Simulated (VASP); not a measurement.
# Al4Ni (Pm-3m) in VASP: further runs, part 2 of 2

VASP 6.6.1. The steps go on from the part before.

## 4. Single point, PBE, collinear spin, ferromagnetic start

This run uses another cell than the first one, of 18.33 Å³/atom, 1.237 times its volume.

INCAR reads:

```
SYSTEM = Al4Ni
PREC     = Accurate       ! precision mode
ENCUT    = 520            ! plane-wave cutoff, eV
EDIFF    = 1E-6           ! SCF threshold, eV
ISMEAR   = 0              ! smearing method
SIGMA    = 0.1            ! smearing width, eV
LREAL    = .FALSE.        ! projectors in reciprocal space
LASPH    = .TRUE.         ! aspherical terms in the spheres
NELM     = 150            ! most SCF steps
ALGO     = Fast           ! electronic algorithm
ISIF     = 2              ! what is computed and relaxed
LWAVE    = .FALSE.        ! write WAVECAR
LCHARG   = .FALSE.        ! write CHGCAR
ISPIN    = 2              ! spin polarisation
MAGMOM   = 0 0 0 0 2      ! initial moments
LORBIT   = 11             ! projections on sites
LMAXMIX  = 4              ! l up to which the mixer works
GGA      = PE             ! functional
NBANDS   = 23             ! bands
```

KPOINTS reads:

```
regular mesh
0
G
  4 4 4
  0 0 0
```

POSCAR reads:

```
Al4Ni
1.0
    4.5088340811      0.0000000000      0.0000000000
    0.0000000000      4.5088340811      0.0000000000
    0.0000000000      0.0000000000      4.5088340811
Al Ni
4 1
Direct
    0.0000000000      0.0000000000      0.0000000000
    0.5000000000      0.5000000000      0.0000000000
    0.5000000000      0.0000000000      0.5000000000
    0.0000000000      0.5000000000      0.5000000000
    0.5000000000      0.5000000000      0.5000000000
```

The run is started by

```
cat potpaw_PBE.64/Al/POTCAR potpaw_PBE.64/Ni/POTCAR > POTCAR
mpirun -np 1 vasp_std > vasp.out
```

It took 40 s on 1 thread of Intel Xeon Platinum 8124M at 3.00GHz (Skylake/Cascade Lake), shared host; peak memory 0.24 GiB.

Results (log left out):

| Property | Result |
| --- | --- |
| Free energy | -20.2322 eV |
| Pressure | -0.1 GPa |
| Band gap on the k mesh | zero (filled and empty bands overlap) |
| Net moment | 0.00 μB per cell |
| Valence electrons inside the program's atomic spheres | Al 0.73, 0.77; Ni 9.79 |

Levels at points of the mesh, in eV from the Fermi level:
Spin up:
```csv
k point,band 7,band 8,band 9,band 10,band 11,band 12,band 13,band 14,band 15,band 16
"(0.00, 0.00, 0.00)",-2.67,-2.67,-2.67,-2.61,-0.15,-0.15,3.32,3.32,3.32,4.20
"(0.50, 0.00, 0.00)",-2.64,-1.36,-1.36,-1.02,0.10,0.28,0.28,0.58,1.17,5.14
"(0.50, 0.50, 0.00)",-2.91,-2.91,-2.28,-0.17,1.15,1.38,1.38,2.09,2.09,2.12
"(0.50, 0.50, 0.50)",-4.27,-4.13,-3.04,-3.04,-1.38,-1.38,-1.38,8.44,8.44,8.44
```
Spin down:
| k point | band 9 | band 10 | band 11 | band 12 | band 13 | band 14 |
| --- | --- | --- | --- | --- | --- | --- |
| (0.00, 0.00, 0.00) | -2.67 | -2.61 | -0.15 | -0.15 | 3.32 | 3.32 |
| (0.50, 0.00, 0.00) | -1.36 | -1.02 | 0.10 | 0.28 | 0.28 | 0.58 |
| (0.50, 0.50, 0.00) | -2.28 | -0.17 | 1.15 | 1.38 | 1.38 | 2.09 |
| (0.50, 0.50, 0.50) | -3.03 | -3.03 | -1.38 | -1.38 | -1.38 | 8.44 |

Caveat: the starting moments collapsed, and a magnetic state may lie lower.

## 5. Relaxation of cell and atoms, PBE, collinear spin, ferromagnetic start

INCAR reads:

```
SYSTEM = Al4Ni
  PREC = Accurate
  ENCUT = 600
  EDIFF = 1E-7
  ISMEAR = 0
  SIGMA = 0.1
  LREAL = .FALSE.
  LASPH = .TRUE.
  NELM = 150
  ALGO = Normal
  ISIF = 3
  LWAVE = .FALSE.
  LCHARG = .FALSE.
  ISPIN = 2
  MAGMOM = 0 0 0 0 2
  LORBIT = 11
  LMAXMIX = 4
  GGA = PE
  IBRION = 2
  NSW = 90
  EDIFFG = -0.04
```

KPOINTS reads:

```
Automatic mesh
0
G
  4 4 4
  0 0 0
```

Changes to POSCAR since step 4:

```diff
@@ -2,5 +2,5 @@
 1.0
-    4.5088340811      0.0000000000      0.0000000000
-    0.0000000000      4.5088340811      0.0000000000
-    0.0000000000      0.0000000000      4.5088340811
+    4.2002000700      0.0000000000      0.0000000000
+    0.0000000000      4.2002000700      0.0000000000
+    0.0000000000      0.0000000000      4.2002000700
 Al Ni
```

The run is started by

```
cat potpaw_PBE.64/Al/POTCAR potpaw_PBE.64/Ni/POTCAR > POTCAR
mpirun -np 1 vasp_std > vasp.out
```

Wall time 89 s (1 thread of Intel Xeon Platinum 8124M at 3.00GHz (Skylake/Cascade Lake), shared host); peak memory 0.24 GiB.

The run converged. Its results:

- Free energy: -20.2307 eV
- Relaxed volume: 18.29 Å³/atom
- Relaxed cell: a = 4.505 Å, b = 4.505 Å, c = 4.505 Å, α = 90.00°, β = 90.00°, γ = 90.00°
- Space group after relaxing (to 0.05 Å): Pm-3m (No. 221)
- Energy gained by relaxing: 225.6 meV/atom
- Ionic steps: 3
- Pressure after relaxing: 0.1 GPa
- Band gap on the k mesh: zero (filled and empty bands overlap)
- Net moment: 0.00 μB per cell
- Valence electrons inside the program's atomic spheres: Al 0.73, 0.77; Ni 9.79

The path:
| step | energy change (eV) | largest force (eV/Å) | pressure (GPa) | volume (Å³) |
| --- | --- | --- | --- | --- |
| 1 | 0.0000 | 0.0000 | 24.79 | 74.10 |
| 2 | -0.9189 | 0.0000 | -6.21 | 101.50 |
| 3 | -1.1282 | 0.0000 | 0.09 | 91.46 |

Final structure:
```xyz
5
Lattice="4.5055 0.0000 0.0000 0.0000 4.5055 0.0000 0.0000 0.0000 4.5055" Properties=species:S:1:pos:R:3 pbc="T T T"
Al    0.0000    0.0000    0.0000
Al    2.2527    2.2527    0.0000
Al    2.2527    0.0000    2.2527
Al    0.0000    2.2527    2.2527
Ni    2.2527    2.2527    2.2527
```

Levels at points of the mesh, in eV from the Fermi level:
Spin up:
```csv
k point,band 7,band 8,band 9,band 10,band 11,band 12,band 13,band 14,band 15,band 16
"(0.00, 0.00, 0.00)",-2.67,-2.67,-2.67,-2.61,-0.15,-0.15,3.33,3.33,3.33,4.20
"(0.50, 0.00, 0.00)",-2.65,-1.36,-1.36,-1.01,0.10,0.28,0.28,0.58,1.18,5.15
"(0.50, 0.50, 0.00)",-2.91,-2.91,-2.28,-0.17,1.15,1.38,1.38,2.09,2.09,2.12
"(0.50, 0.50, 0.50)",-4.28,-4.13,-3.04,-3.04,-1.38,-1.38,-1.38,8.46,8.53,8.53
```
Spin down:
```
           k point  band 7  band 8  band 9  band 10  band 11  band 12  band 13  band 14  band 15  band 16
(0.00, 0.00, 0.00)   -2.67   -2.67   -2.67    -2.61    -0.15    -0.15     3.33     3.33     3.33     4.20
(0.50, 0.00, 0.00)   -2.65   -1.36   -1.36    -1.01     0.10     0.28     0.28     0.58     1.18     5.15
(0.50, 0.50, 0.00)   -2.91   -2.91   -2.28    -0.17     1.15     1.38     1.38     2.09     2.09     2.12
(0.50, 0.50, 0.50)   -4.28   -4.13   -3.04    -3.04    -1.38    -1.38    -1.38     8.53     8.53     9.48
```

Caveat: the k points lie up to 0.35 Å⁻¹ apart in the final cell; the starting moments collapsed, and a magnetic state may lie lower; the volume moved by over 15 % at a fixed basis, so the end points are rough.

## 6. Relaxation of cell and atoms, PBE

This run uses another cell than the first one, of 18.33 Å³/atom, 1.237 times its volume.

INCAR reads:

```
PREC = Accurate
ENCUT = 600
EDIFF = 1E-6
ISMEAR = 0
SIGMA = 0.1
LREAL = False
LASPH = True
NELM = 100
ALGO = Normal
ISIF = 3
LWAVE = False
LCHARG = False
GGA = PE
IBRION = 2
NSW = 100
EDIFFG = -0.01
```

KPOINTS reads:

```
Automatic mesh
0
Gamma
  8 8 8
```

Changes to POSCAR since step 5:

```diff
@@ -2,5 +2,5 @@
 1.0
-    4.2002000700      0.0000000000      0.0000000000
-    0.0000000000      4.2002000700      0.0000000000
-    0.0000000000      0.0000000000      4.2002000700
+    4.5088340811      0.0000000000      0.0000000000
+    0.0000000000      4.5088340811      0.0000000000
+    0.0000000000      0.0000000000      4.5088340811
 Al Ni
```

Potentials or basis: VASP PAW PBE potentials, release 64 (Al, Ni).

The run is started by

```
cat potpaw_PBE.64/Al/POTCAR potpaw_PBE.64/Ni/POTCAR > POTCAR
mpirun -np 1 vasp_std > vasp.out
```

Run time: 34 s. Hardware: 1 thread of Intel Xeon Platinum 8124M at 3.00GHz (Skylake/Cascade Lake), shared host; peak memory 0.23 GiB.

Results (log left out):

```yaml
Free_energy: -20.2523 eV
Pressure_after_relaxing: 0.0 GPa
Band_gap_on_the_k_mesh: zero (band 11 reaches 7.54 eV, above the bottom of band 12 at 4.95 eV)
```

Final structure:
```yaml
crystal:
  lattice:
    - [4.50883, 0.00000, 0.00000]
    - [0.00000, 4.50883, 0.00000]
    - [0.00000, 0.00000, 4.50883]
  atoms:
    - { symbol: Al, position: [0.00000, 0.00000, 0.00000] }
    - { symbol: Al, position: [0.50000, 0.50000, 0.00000] }
    - { symbol: Al, position: [0.50000, 0.00000, 0.50000] }
    - { symbol: Al, position: [0.00000, 0.50000, 0.50000] }
    - { symbol: Ni, position: [0.50000, 0.50000, 0.50000] }
```

Levels at points of the mesh, in eV from the Fermi level:
```
           k point  band 8  band 9  band 10  band 11  band 12  band 13  band 14  band 15
(0.00, 0.00, 0.00)   -2.78   -2.78    -2.67    -0.25    -0.25     3.24     3.24     3.24
(0.50, 0.00, 0.00)   -1.47   -1.47    -1.09     0.02     0.21     0.21     0.50     1.06
(0.50, 0.50, 0.00)   -3.02   -2.37    -0.29     1.11     1.29     1.29     2.00     2.00
(0.50, 0.50, 0.50)   -4.16   -3.15    -3.15    -1.47    -1.47    -1.47     8.34     8.34
```

Caveat: the relaxation stopped at its first step, so nothing moved.
